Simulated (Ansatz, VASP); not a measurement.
One calculation of H, two programs

Contents of INCAR:

```
PREC     = Accurate       # precision mode
ENCUT    = 520            # plane-wave cutoff, eV
EDIFF    = 1E-6           # SCF threshold, eV
ISMEAR   = 0              # smearing method
SIGMA    = 0.05           # smearing width, eV
LREAL    = False          # projectors in reciprocal space
LASPH    = True           # aspherical terms in the spheres
NELM     = 60             # most SCF steps
ALGO     = Normal         # electronic algorithm
ISIF     = 2              # what is computed and relaxed
LWAVE    = False          # write WAVECAR
LCHARG   = True           # write CHGCAR
LELF     = True           # ELF
LVHAR    = True         
NBANDS   = 10             # bands
```

The input KPOINTS:

```
Automatic mesh
0
Gamma
  6 6 6
```

The input POSCAR:

```
H
1.0
    2.6628336006     -2.6054083891      0.0000000000
    2.6628336006      2.6054083891      0.0000000000
    0.0000000000      0.0000000000      4.1418180000
H
4
Direct
    0.9532956300      0.0467043700      0.0685088900
    0.4532956300      0.5467043700      0.4314911100
    0.5467043700      0.4532956300      0.5685088900
    0.0467043700      0.9532956300      0.9314911100
```

Input for Ansatz:

```yaml
crystal:
  lattice:
    - [2.6628336006, -2.6054083891, 0.0]
    - [2.6628336006, 2.6054083891, 0.0]
    - [0.0, 0.0, 4.141818]
  atoms:
    - { symbol: H, position: [0.95329563, 0.04670437, 0.06850889] }
    - { symbol: H, position: [0.45329563, 0.54670437, 0.43149111] }
    - { symbol: H, position: [0.54670437, 0.45329563, 0.56850889] }
    - { symbol: H, position: [0.04670437, 0.95329563, 0.93149111] }
basis:
  ecutwfc: 420
kpoints:
  mp_grid: { grid: [6, 6, 6] }
hamiltonian:
  xc: lda
scf:
  occupations: { method: gaussian, width: 0.05 }
output:
  forces: true
  stress: true
  eigenvalues: true
  write_density: true
  write_potential: true
  elf: true
  volumetric_format: npy
```

Change from the starting cell: strain +0.0150 x Voigt [1, 1, 0, 0, 0, 0], atoms carried along.

Alike in both runs: task single point; functional LDA; k mesh 6 × 6 × 6; occupations gaussian, width 0.05 eV; no spin polarisation.

|  | VASP | Ansatz |
| --- | --- | --- |
| version | VASP 6.6.1 | Ansatz 0.2.0 |
| potentials or method | VASP PAW LDA potentials, release 64 (H), cutoff 520 eV | scalar-relativistic, plane waves, PAW |
| valence electrons in the cell | 4 | 4 |

|  | VASP | Ansatz | Ansatz less VASP |
| --- | --- | --- | --- |
| gap on the k mesh at the Fermi level (eV) | 8.69 | 8.70 | +0.005 |
| least direct gap on the mesh (eV) | 9.33 | 9.33 | +0.005 |
| pressure (GPa) | 0.3 | 0.5 | +0.15 |
| traceless stress, the component that is largest in VASP (GPa) | -0.99 | -0.99 | +0.003 |
| rms of the force components (eV/Å) | 0.432 | 0.426 | -0.0060 |

LDA's correlation is that of Perdew and Zunger in VASP and of Perdew and Wang (1992) in Ansatz. Atom by atom the forces differ by 0.006 eV/Å (rms over components).
